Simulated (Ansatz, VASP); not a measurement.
## MnO2: VASP beside Ansatz

```
Mn O
1.0
     0.00000    4.01999    4.01999
     4.01999    0.00000    4.01999
     4.01999    4.01999    0.00000
Mn O
4 8
Direct
  0.12500 0.12500 0.12500
  0.12500 0.12500 0.62500
  0.62500 0.12500 0.12500
  0.12500 0.62500 0.12500
  0.36095 0.36095 0.36095
  0.36095 0.36095 0.91714
  0.91714 0.36095 0.36095
  0.36095 0.91714 0.36095
  0.88905 0.88905 0.33286
  0.88905 0.88905 0.88905
  0.88905 0.33286 0.88905
  0.33286 0.88905 0.88905
```

Alike in both runs: task single point; functional PBEsol; k mesh 5 × 5 × 5; occupations fermi-dirac, width 0.05 eV; collinear spin; fixed moment 0 μB.

|  | VASP | Ansatz |
| --- | --- | --- |
| version | VASP 6.6.1 | Ansatz 0.2.0 |
| potentials or method | VASP PAW PBE potentials, release 64 (Mn_pv, O) | Ansatz PAW |
| plane-wave cutoff (eV) | 520 | 420 |
| valence electrons in the cell | 100 | 108 |

```tsv
	VASP	Ansatz	Ansatz less VASP
pressure (GPa)	-11.3	-12.3	-0.97
rms of the force components (eV/Å)	0.377	0.412	+0.0347
```

VASP's potentials were made for PBE, not for PBEsol. Atom by atom the forces differ by 0.035 eV/Å (rms over components). VASP's potentials hold 100 valence electrons a cell and Ansatz's 108, so a difference there can come from the potentials and not from the codes.
